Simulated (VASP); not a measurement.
Input of a VASP 6.6.1 run:

INCAR

```
PREC = Accurate
ENCUT = 520
EDIFF = 1E-6
ISMEAR = 1
SIGMA = 1.0
LREAL = F
LASPH = T
NELM = 100
ALGO = Normal
ISIF = 2
LWAVE = F
LCHARG = T
GGA = CA
LELF = T
LVHAR = T
NBANDS = 12
```

KPOINTS

```
Automatic mesh
0
Gamma
  12 12 14
```

Contents of POSCAR:

```
In
1.0
   -1.6019898026      1.6281983263      2.4755659685
    1.6281983263     -1.6019898026      2.4755659685
    1.5260503434      1.5260503434     -2.4583443292
In
1
Direct
    0.0000000000      0.0000000000      0.0000000000
```

Potentials or basis: VASP PAW LDA potentials, release 64 (In_d).

Run with:

```bash
$ cat potpaw_LDA.64/In_d/POTCAR > POTCAR
$ mpirun -np 1 vasp_std > vasp.out
```

(1) Predict the pressure.

## Answers

(1) 0.0 GPa.
